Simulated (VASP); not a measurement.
# Na (Fm-3m) in VASP: notebook, part 2 of 2

VASP 6.6.1. Earlier steps stand in the parts before.

**4. Relaxation of cell and atoms, PBE+D3(BJ)**

This run uses another cell than the first one, of 34.09 Å³/atom.

INCAR reads:

```
SYSTEM = Na
PREC = Accurate ; ENCUT = 500
EDIFF = 1E-7 ; ISMEAR = 0
SIGMA = 0.1 ; LREAL = .False.
LASPH = .True. ; NELM = 120
ALGO = Normal ; ISIF = 3
LWAVE = .False. ; LCHARG = .False.
GGA = PE ; IVDW = 12
IBRION = 2 ; NSW = 80
EDIFFG = -0.01 ; GGA_COMPAT = .False.
NELMIN = 4
```

KPOINTS reads:

```
regular mesh
0
Gamma
  14 14 14
  0 0 0
```

POSCAR reads:

```
Na
1.0
    0.0000000000      2.5736067992      2.5736067992
    2.5736067992      0.0000000000      2.5736067992
    2.5736067992      2.5736067992      0.0000000000
Na
1
Direct
    0.0000000000      0.0000000000      0.0000000000
```

Potentials or basis: VASP PAW PBE potentials, release 64 (Na_pv).

Started as:

```sh
$ cat potpaw_PBE.64/Na_pv/POTCAR > POTCAR
$ mpirun -np 1 vasp_std > vasp.out
```

OUTCAR:

```text
SYSTEM = Na
   PREC = Accurate
   ENCUT = 500
   EDIFF = 1E-7
   ISMEAR = 0
   LREAL = .False.
   LASPH = .True.
   NELM = 120
   ISIF = 3
   GGA = PE
   IVDW = 12
   IBRION = 2
   NSW = 80
   EDIFFG = -0.01
   NELMIN = 4
 IVDW          = 12

 ion  position               nearest neighbor table
   1  0.000  0.000  0.000-

  LATTYP: Found a face centered cubic cell.
 ALAT       =     5.1472135984

  Lattice vectors:

 A1 = (   0.0000000000,   2.5736067992,   2.5736067992)
 A2 = (   2.5736067992,   0.0000000000,   2.5736067992)
 A3 = (   2.5736067992,   2.5736067992,   0.0000000000)

Analysis of symmetry for initial positions (statically):
=====================================================================
 Subroutine PRICEL returns:
 Original cell was already a primitive cell.

 Routine SETGRP: Setting up the symmetry group for a
 face centered cubic supercell.

 Subroutine GETGRP returns: Found 48 space group operations
 (whereof 48 operations were pure point group operations)
 out of a pool of 48 trial point group operations.

The static configuration has the point symmetry O_h .
[... 161 lines left out ...]

 val. band max:        0.4892385863   @ k =   0.5000   0.3571   0.1429
 cond. band min:       0.6002550636   @ k =   0.5000   0.2857   0.0714
 fundamental gap:      0.1110164774
 Fermi energy:         0.5718713290

 k-point     1 :       0.0000    0.0000    0.0000
  band No.  band energies     occupation
      1     -24.2565      2.00000
      2     -24.2565      2.00000
      3     -24.2565      2.00000
      4      -2.8788      2.00000
      5      12.1920      0.00000
      6      12.1920      0.00000
      7      12.1920      0.00000
[... 221 lines left out ...]
 k-point    24 :       0.2857    0.1429    0.0000
  band No.  band energies     occupation
      1     -24.2799      2.00000
      2     -24.2629      2.00000
      3     -24.2624      2.00000
      4      -1.5730      2.00000
      5       6.8996      0.00000
      6       9.8705      0.00000
      7       9.9362      0.00000

 [... further k-points ...]

------------------------ aborting loop because EDIFF is reached ----------------------------------------

 Edisp (eV)   -0.16680

 E8    (eV) :    -0.0811

  FORCE on cell =-STRESS in cart. coord.  units (eV):
  Direction    XX          YY          ZZ          XY          YZ          ZX
  --------------------------------------------------------------------------------------
  -------------------------------------------------------------------------------------
  Total      -0.00848    -0.00848    -0.00848     0.00000     0.00000    -0.00000
  in kB      -0.39840    -0.39840    -0.39840     0.00000     0.00000    -0.00000
  external pressure =       -0.40 kB  Pullay stress =        0.00 kB

 VOLUME and BASIS-vectors are now :
 -----------------------------------------------------------------------------
  energy-cutoff  :      500.00
  volume of cell :       34.09
      direct lattice vectors                 reciprocal lattice vectors
     0.000000000  2.573606799  2.573606799    -0.194279872  0.194279872  0.194279872
     2.573606799  0.000000000  2.573606799     0.194279872 -0.194279872  0.194279872
     2.573606799  2.573606799  0.000000000     0.194279872  0.194279872 -0.194279872

 POSITION                                       TOTAL-FORCE (eV/Angst)
 -----------------------------------------------------------------------------------
      0.00000      0.00000      0.00000        -0.000000     -0.000000      0.000000
 -----------------------------------------------------------------------------------
    total drift:                               -0.000000     -0.000000     -0.000000

  FREE ENERGIE OF THE ION-ELECTRON SYSTEM (eV)
  ---------------------------------------------------
  free  energy   TOTEN  =        -1.4744586733 eV

  energy  without entropy=       -1.4722552851  energy(sigma->0) =       -1.47335698

 reached required accuracy - stopping structural energy minimisation
```

OSZICAR:

```text
N       E                     dE             d eps       ncg     rms          rms(c)
DAV:   1     0.200363421111E+02    0.20036E+02   -0.39414E+03  1456   0.845E+02
DAV:   2    -0.913727534592E+00   -0.20950E+02   -0.20944E+02  1526   0.138E+02
DAV:   3    -0.130572604068E+01   -0.39200E+00   -0.39200E+00  1967   0.267E+01
DAV:   4    -0.130873612274E+01   -0.30101E-02   -0.30101E-02  1841   0.209E+00
DAV:   5    -0.130877327797E+01   -0.37155E-04   -0.37155E-04  2023   0.196E-01    0.211E-01
DAV:   6    -0.130812531871E+01    0.64796E-03   -0.54714E-04  1806   0.372E-01    0.140E-01
DAV:   7    -0.130766092924E+01    0.46439E-03   -0.10976E-03  1638   0.449E-01    0.163E-02
DAV:   8    -0.130765491264E+01    0.60166E-05   -0.46043E-05  1806   0.154E-01    0.231E-03
DAV:   9    -0.130765502866E+01   -0.11602E-06   -0.21248E-07  1652   0.586E-03    0.101E-03
DAV:  10    -0.130765488932E+01    0.13935E-06   -0.85583E-08  1477   0.525E-03    0.167E-04
DAV:  11    -0.130765491839E+01   -0.29074E-07   -0.13475E-09   749   0.403E-04
   1 F= -.14744587E+01 E0= -.14733570E+01  d E =-.147446E+01
```

Wall time 41 s (1 thread of Intel Xeon 8259CL, shared host); peak memory 0.14 GiB.

What came out:

```
Free energy                : -1.4745 eV
Pressure after relaxing    : 0.0 GPa
Band gap on the k mesh     : zero (an odd number of electrons rules out a gap without spin polarisation)
Dispersion energy per atom : -0.167 eV
```

Final structure:
```
CELL_PARAMETERS angstrom
0.00000 2.57361 2.57361
2.57361 0.00000 2.57361
2.57361 2.57361 0.00000
ATOMIC_POSITIONS crystal
Na 0.00000 0.00000 0.00000
```

Levels at points of the mesh, in eV from the Fermi level:
```tsv
k point	band 2	band 3	band 4	band 5	band 6	band 7
(0.00, 0.00, 0.00)	-24.83	-24.83	-3.45	11.62	11.62	11.62
(0.50, 0.00, 0.00)	-24.83	-24.83	0.57	1.06	10.60	10.60
(0.50, 0.50, 0.00)	-24.85	-24.85	1.87	2.43	6.52	7.58
```

**5. Relaxation of cell and atoms, PBE+D3(BJ)**

INCAR reads:

```
SYSTEM = Na
  PREC = Accurate
  ENCUT = 500
  EDIFF = 1E-7
  ISMEAR = 0
  SIGMA = 0.1
  LREAL = .FALSE.
  LASPH = .TRUE.
  NELM = 120
  ALGO = Normal
  ISIF = 3
  LWAVE = .FALSE.
  LCHARG = .FALSE.
  GGA = PE
  IVDW = 12
  IBRION = 2
  NSW = 80
  EDIFFG = -0.01
  GGA_COMPAT = .FALSE.
  NELMIN = 4
```

KPOINTS reads:

```
Automatic mesh
0
G
  14 14 14
  0 0 0
```

POSCAR reads:

```
Na
1.0
    0.0000000000      2.6873707319      2.6873707319
    2.6873707319      0.0000000000      2.6873707319
    2.6873707319      2.6873707319      0.0000000000
Na
1
Direct
    0.0000000000      0.0000000000      0.0000000000
```

Potentials or basis: VASP PAW PBE potentials, release 64 (Na_pv).

Started as:

```sh
$ cat potpaw_PBE.64/Na_pv/POTCAR > POTCAR
$ mpirun -np 1 vasp_std > vasp.out
```

OUTCAR:

```text
SYSTEM = Na
   PREC = Accurate
   ENCUT = 500
   EDIFF = 1E-7
   ISMEAR = 0
   LREAL = .FALSE.
   LASPH = .TRUE.
   NELM = 120
   ISIF = 3
   GGA = PE
   IVDW = 12
   IBRION = 2
   NSW = 80
   EDIFFG = -0.01
   NELMIN = 4
 IVDW          = 12

 ion  position               nearest neighbor table
   1  0.000  0.000  0.000-

  LATTYP: Found a face centered cubic cell.
 ALAT       =     5.3747414638

  Lattice vectors:

 A1 = (   0.0000000000,   2.6873707319,   2.6873707319)
 A2 = (   2.6873707319,   0.0000000000,   2.6873707319)
 A3 = (   2.6873707319,   2.6873707319,   0.0000000000)

Analysis of symmetry for initial positions (statically):
=====================================================================
 Subroutine PRICEL returns:
 Original cell was already a primitive cell.

 Routine SETGRP: Setting up the symmetry group for a
 face centered cubic supercell.

 Subroutine GETGRP returns: Found 48 space group operations
 (whereof 48 operations were pure point group operations)
 out of a pool of 48 trial point group operations.

The static configuration has the point symmetry O_h .

Analysis of symmetry for dynamics (positions and initial velocities):
=====================================================================
 Subroutine PRICEL returns:
[... 145 lines left out ...]

--------------------------------------- Ionic step        1  -------------------------------------------

 number of electron       6.9999996 magnetization

 Free energy of the ion-electron system (eV)
  ---------------------------------------------------
  ext. energy  EPLUGINS =         0.00000000
  ---------------------------------------------------
  free energy    TOTEN  =        -1.31219947 eV

  energy without entropy =       -1.30980160  energy(sigma->0) =       -1.31100054

------------------------ aborting loop because EDIFF is reached ----------------------------------------

 Edisp (eV)   -0.14703

 E8    (eV) :    -0.0719
[... 69 lines left out ...]
--------------------------------------- Ionic step        3  -------------------------------------------

 number of electron       7.0000005 magnetization

 Free energy of the ion-electron system (eV)
  ---------------------------------------------------
  ext. energy  EPLUGINS =         0.00000000
  ---------------------------------------------------
  free energy    TOTEN  =        -1.30698551 eV

  energy without entropy =       -1.30479095  energy(sigma->0) =       -1.30588823

 E-fermi :   0.5907     XC(G=0):  -6.7400

 val. band max:        0.5078814073   @ k =   0.5000   0.3571   0.1429
 cond. band min:       0.6192673433   @ k =   0.5000   0.2857   0.0714
 fundamental gap:      0.1113859360
 Fermi energy:         0.5906982773

 k-point     1 :       0.0000    0.0000    0.0000
  band No.  band energies     occupation
      1     -24.2341      2.00000
      2     -24.2341      2.00000
      3     -24.2341      2.00000
      4      -2.8730      2.00000
      5      12.2476      0.00000
      6      12.2476      0.00000
      7      12.2476      0.00000
[... 221 lines left out ...]
 k-point    24 :       0.2857    0.1429    0.0000
  band No.  band energies     occupation
      1     -24.2580      2.00000
      2     -24.2406      2.00000
      3     -24.2401      2.00000
      4      -1.5619      2.00000
      5       6.9400      0.00000
      6       9.9240      0.00000
      7       9.9837      0.00000

 [... further k-points ...]

------------------------ aborting loop because EDIFF is reached ----------------------------------------

 Edisp (eV)   -0.16776

 E8    (eV) :    -0.0816
[... 24 lines left out ...]
  FREE ENERGIE OF THE ION-ELECTRON SYSTEM (eV)
  ---------------------------------------------------
  free  energy   TOTEN  =        -1.4747472994 eV

  energy  without entropy=       -1.4725527388  energy(sigma->0) =       -1.47365002

 reached required accuracy - stopping structural energy minimisation
```

OSZICAR:

```text
N       E                     dE             d eps       ncg     rms          rms(c)
DAV:   1     0.202210873054E+02    0.20221E+02   -0.38178E+03  1463   0.793E+02
DAV:   2    -0.891077105009E+00   -0.21112E+02   -0.21101E+02  1498   0.139E+02
DAV:   3    -0.130921039919E+01   -0.41813E+00   -0.41813E+00  1995   0.279E+01
[... 21 lines left out ...]
DAV:   4    -0.130712976745E+01    0.69748E-02   -0.37812E-03  1491   0.149E+00    0.170E-02
DAV:   5    -0.130698898411E+01    0.14078E-03   -0.34956E-04  1568   0.443E-01    0.796E-03
DAV:   6    -0.130698569955E+01    0.32846E-05   -0.49285E-06  2163   0.349E-02    0.435E-04
DAV:   7    -0.130698553800E+01    0.16155E-06   -0.32259E-07  1470   0.123E-02    0.370E-04
DAV:   8    -0.130698551166E+01    0.26346E-07   -0.16980E-08   728   0.316E-03
   3 F= -.14747473E+01 E0= -.14736500E+01  d E =-.155170E-01
```

CONTCAR:

```text
Na
   1.00000000000000
    -0.0000000000000000    2.5685920543096246    2.5685920543096246
     2.5685920543096246   -0.0000000000000000    2.5685920543096246
     2.5685920543096246    2.5685920543096246    0.0000000000000000
  Na
     1
Direct
     0.0000000000000000    0.0000000000000000    0.0000000000000000

  0.00000000E+00  0.00000000E+00  0.00000000E+00
```

Run time: 81 s. Hardware: 1 thread of Intel Xeon 8259CL, shared host; peak memory 0.14 GiB.

Results:

| Item | Value |
| --- | --- |
| Free energy | -1.4747 eV |
| Relaxed volume | 33.89 Å³/atom |
| Relaxed cell | a = 3.633 Å, b = 3.633 Å, c = 3.633 Å, α = 60.00°, β = 60.00°, γ = 60.00° |
| Space group after relaxing (to 0.1 Å) | Fm-3m (No. 225) |
| Energy gained by relaxing | 15.5 meV/atom |
| Ionic steps | 3 |
| Pressure after relaxing | 0.0 GPa |
| Band gap on the k mesh | zero (an odd number of electrons rules out a gap without spin polarisation) |
| Dispersion energy per atom | -0.168 eV |

Step by step:
```csv
step,energy change (eV),largest force (eV/Å),pressure (GPa),volume (Å³)
1,0.0000,0.0000,-0.95,38.82
2,-0.0067,0.0000,-0.75,37.54
3,-0.0155,0.0000,0.04,33.89
```

Final structure:
```xyz
1
Lattice="0.0000 2.5686 2.5686 2.5686 0.0000 2.5686 2.5686 2.5686 0.0000" Properties=species:S:1:pos:R:3 pbc="T T T"
Na    0.0000    0.0000    0.0000
```

**6. Summary**

| task | cell | k mesh | gap on the mesh (eV) | pressure (GPa) | relaxed volume (Å³/atom) |
| --- | --- | --- | --- | --- | --- |
| single point | a = 3.801 Å, angles 60.0°, 1 atom | 6 × 6 × 6 | none | -0.9 | - |
| single point | a = 3.640 Å, angles 60.0°, 1 atom | 14 × 14 × 14 | none | -0.1 | - |
| relaxation of cell and atoms | relaxed from a = 3.640 Å, angles 60.0°, 1 atom | 14 × 14 × 14 | none | 0.0 | 34.09 |
| relaxation of cell and atoms | relaxed from a = 3.801 Å, angles 60.0°, 1 atom | 14 × 14 × 14 | none | 0.0 | 33.89 |

Alike in all rows: level PBE+D3(BJ); potentials or basis VASP PAW PBE potentials, release 64 (Na_pv); no spin polarisation; cutoff (eV) 500; smearing gaussian 0.1 eV.

Absolute energies hang on the potentials; compare differences alone.

The gap in the log of VASP goes by the Fermi energy; the results here count the filled bands.